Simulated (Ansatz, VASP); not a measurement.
## TiO2 in VASP and in Ansatz

File INCAR:

```
SYSTEM = TiO2
PREC     = Accurate       ! precision mode
ENCUT    = 520            ! plane-wave cutoff, eV
EDIFF    = 1E-6           ! SCF threshold, eV
ISMEAR   = -1             ! smearing method
SIGMA    = 0.05           ! smearing width, eV
LREAL    = .FALSE.        ! projectors in reciprocal space
LASPH    = .TRUE.         ! aspherical terms in the spheres
NELM     = 60             ! most SCF steps
ALGO     = Normal         ! electronic algorithm
ISIF     = 2              ! what is computed and relaxed
LWAVE    = .FALSE.        ! write WAVECAR
LCHARG   = .TRUE.         ! write CHGCAR
GGA      = PE             ! functional
LELF     = .TRUE.         ! ELF
LVHAR    = .TRUE.       
NBANDS   = 60             ! bands
```

KPOINTS

```
Automatic mesh
0
G
  3 9 6
  0 0 0
```

POSCAR

```
TiO2
1.0
    9.2659050023      0.0000000000      0.0000000000
    0.0000000000      2.8981055026      0.0000000000
    0.0000000000      0.0000000000      4.8021270221
Ti O
4 8
Direct
    0.6369000000      0.2500000000      0.5646300000
    0.3631000000      0.7500000000      0.4353700000
    0.8631000000      0.7500000000      0.0646300000
    0.1369000000      0.2500000000      0.9353700000
    0.4724000000      0.2500000000      0.2916000000
    0.5276000000      0.7500000000      0.7084000000
    0.0276000000      0.7500000000      0.7916000000
    0.9724000000      0.2500000000      0.2084000000
    0.7663000000      0.2500000000      0.8635000000
    0.2337000000      0.7500000000      0.1365000000
    0.7337000000      0.7500000000      0.3635000000
    0.2663000000      0.2500000000      0.6365000000
```

File input.yaml:

```yaml
crystal:
  lattice:
    - [9.2659050023, 0.0, 0.0]
    - [0.0, 2.8981055026, 0.0]
    - [0.0, 0.0, 4.8021270221]
  atoms:
    - { symbol: Ti, position: [0.6369, 0.25, 0.56463] }
    - { symbol: Ti, position: [0.3631, 0.75, 0.43537] }
    - { symbol: Ti, position: [0.8631, 0.75, 0.06463] }
    - { symbol: Ti, position: [0.1369, 0.25, 0.93537] }
    - { symbol: O, position: [0.4724, 0.25, 0.2916] }
    - { symbol: O, position: [0.5276, 0.75, 0.7084] }
    - { symbol: O, position: [0.0276, 0.75, 0.7916] }
    - { symbol: O, position: [0.9724, 0.25, 0.2084] }
    - { symbol: O, position: [0.7663, 0.25, 0.8635] }
    - { symbol: O, position: [0.2337, 0.75, 0.1365] }
    - { symbol: O, position: [0.7337, 0.75, 0.3635] }
    - { symbol: O, position: [0.2663, 0.25, 0.6365] }
hamiltonian:
  xc: pbe
  pseudopotentials: { kind: paw }
kpoints:
  mp_grid: { grid: [3, 9, 6] }
scf:
  occupations: { method: fermi_dirac, width: 0.05 }
output:
  forces: true
  stress: true
  eigenvalues: true
```

Alike in both runs: task single point; functional PBE; k mesh 3 × 9 × 6; occupations fermi-dirac, width 0.05 eV; no spin polarisation.

|  | VASP | Ansatz |
| --- | --- | --- |
| version | VASP 6.6.1 | Ansatz 0.2.0 |
| potentials or method | VASP PAW PBE potentials, release 64 (Ti_sv, O) | Ansatz PAW |
| plane-wave cutoff (eV) | 520 | 420 |
| valence electrons in the cell | 96 | 96 |

|  | VASP | Ansatz | Ansatz less VASP |
| --- | --- | --- | --- |
| gap on the k mesh at the Fermi level (eV) | 2.62 | 2.65 | +0.026 |
| least direct gap on the mesh (eV) | 2.67 | 2.70 | +0.027 |
| pressure (GPa) | 17.2 | 16.4 | -0.79 |
| traceless stress, the component that is largest in VASP (GPa) | 3.11 | 2.93 | -0.177 |
| rms of the force components (eV/Å) | 0.234 | 0.212 | -0.0220 |

Atom by atom the forces differ by 0.027 eV/Å (rms over components).

Noted on Ansatz's run: odd divisions of the mesh miss points on the zone boundary, where band edges often lie, so the gap on the mesh can be too wide.
